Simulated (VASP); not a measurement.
Write the native input for VASP 6.6.1 that does the following.

```yaml
Task: relaxation of cell and atoms
Functional: PBE
Potentials_or_basis: VASP PAW PBE potentials, release 64 (Na_pv, C)
Cutoff: 600 eV
k_mesh: 4 × 4 × 6
Occupations: gaussian, width 0.1 eV
Spin: no spin polarisation
Dipole_correction: no
Further_INCAR_settings: ALGO = Normal; EDIFF = 1e-06; IBRION = 2; EDIFFG = -0.04; NSW = 90; ISIF = 3
```

The structure of NaC3 lies in POSCAR:

```
NaC3
1.0
    2.7260330444     -4.0746575858      0.0000000000
    2.7260330444      4.0746575858      0.0000000000
    0.0000000000      0.0000000000      3.6805092067
Na C
2 6
Direct
    0.6321000000      0.3679000000      0.2500000000
    0.3679000000      0.6321000000      0.7500000000
    0.1751000000      0.8249000000      0.2500000000
    0.8249000000      0.1751000000      0.7500000000
    0.1179000000      0.3079000000      0.2500000000
    0.8821000000      0.6921000000      0.7500000000
    0.3079000000      0.1179000000      0.7500000000
    0.6921000000      0.8821000000      0.2500000000
```

One way to write it, as run:

INCAR

```
  PREC = Accurate
  ENCUT = 600
  EDIFF = 1E-6
  ISMEAR = 0
  SIGMA = 0.1
  LREAL = F
  LASPH = T
  NELM = 60
  ALGO = Normal
  ISIF = 3
  LWAVE = F
  LCHARG = F
  GGA = PE
  IBRION = 2
  NSW = 90
  EDIFFG = -0.04
```

KPOINTS

```
regular mesh
0
Gamma
  4 4 6
```

Potentials or basis: VASP PAW PBE potentials, release 64 (Na_pv, C).

The run is started by

```sh
$ cat potpaw_PBE.64/Na_pv/POTCAR potpaw_PBE.64/C/POTCAR > POTCAR
$ mpirun -np 1 vasp_std > vasp.out
```

It gave:

```json
{"Relaxed volume": "12.20 Å³/atom", "Relaxed cell": "a = 5.738 Å, b = 5.738 Å, c = 3.667 Å, α = 90.00°, β = 90.00°, γ = 126.09°", "Space group after relaxing (to 0.1 Å)": "Cmcm (No. 63)", "Pressure after relaxing": "-0.1 GPa", "Largest force after relaxing": "0.032 eV/Å", "Band gap on the k mesh": "zero (bands 19 and 20 overlap by 2.08 eV)"}
```

Caveat: the volume moved by over 15 % at a fixed basis, so the end points are rough.

Run time: 35 min on 1 thread of Intel(R) Xeon(R) Platinum 8488C (Sapphire Rapids) (shared host), peak memory 0.23 GiB.
